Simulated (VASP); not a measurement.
Wanted: the native input for a VASP 6.6.1 run.

```yaml
Task: single point
Functional: PBE
Potentials_or_basis: VASP PAW PBE potentials, release 64 (Sc_sv, Pd, C, N)
Cutoff: 520 eV
k_mesh: 4 × 4 × 4
Occupations: gaussian, width 0.1 eV
Spin: collinear spin
Starting_moments: "[0.0, 1.0, 0.0, 0.0, 0.0, 0.0, 0.0, 0.0, 0.0, 0.0] μB"
Dipole_correction: no
Further_INCAR_settings: ALGO = Normal; EDIFF = 1e-06; NBANDS = 44
```

The structure of ScPdC4N4 lies in POSCAR:

```
ScPdC4N4
1.0
    6.1080245343      0.0000000000      0.0000000000
    0.0000000000      6.1080245343      0.0000000000
    0.0000000000      0.0000000000      6.1080245343
Sc Pd C N
1 1 4 4
Direct
    0.5000000000      0.5000000000      0.5000000000
    0.0000000000      0.0000000000      0.0000000000
    0.1920584811      0.1920584811      0.1920584811
    0.1920584811      0.8079415189      0.8079415189
    0.8079415189      0.1920584811      0.8079415189
    0.8079415189      0.8079415189      0.1920584811
    0.3037407441      0.3037407441      0.3037407441
    0.3037407441      0.6962592559      0.6962592559
    0.6962592559      0.3037407441      0.6962592559
    0.6962592559      0.6962592559      0.3037407441
```

These files were run (other wordings do the same):

INCAR

```
SYSTEM = ScPdC4N4
PREC = Accurate ; ENCUT = 520
EDIFF = 1E-6 ; ISMEAR = 0
SIGMA = 0.1 ; LREAL = .False.
LASPH = .True. ; NELM = 150
ALGO = Normal ; ISIF = 2
LWAVE = .False. ; LCHARG = .False.
ISPIN = 2 ; MAGMOM = 0 1 0 0 0 0 0 0 0 0
LORBIT = 11 ; LMAXMIX = 4
GGA = PE ; NBANDS = 44
```

KPOINTS

```
regular mesh
0
Gamma
  4 4 4
  0 0 0
```

Potentials or basis: VASP PAW PBE potentials, release 64 (Sc_sv, Pd, C, N).

Launch:

```sh
$ cat potpaw_PBE.64/Sc_sv/POTCAR potpaw_PBE.64/Pd/POTCAR potpaw_PBE.64/C/POTCAR potpaw_PBE.64/N/POTCAR > POTCAR
$ mpirun -np 1 vasp_std > vasp.out
```

Results of the run:

```
Pressure                                              : 0.5 GPa
Largest force                                         : 0.330 eV/Å
Band gap on the k mesh                                : zero (filled and empty bands overlap)
Net moment                                            : 1.00 μB per cell
Site moments                                          : Sc +0.00; Pd +0.57; C +0.03; N +0.02 μB
Valence electrons inside the program's atomic spheres : Sc 9.44; Pd 9.72; C 2.52; N 3.93
```

Wall time 2.7 min on 1 thread of Intel(R) Xeon(R) Platinum 8488C (Sapphire Rapids), on a shared host, peak memory 0.5 GiB.
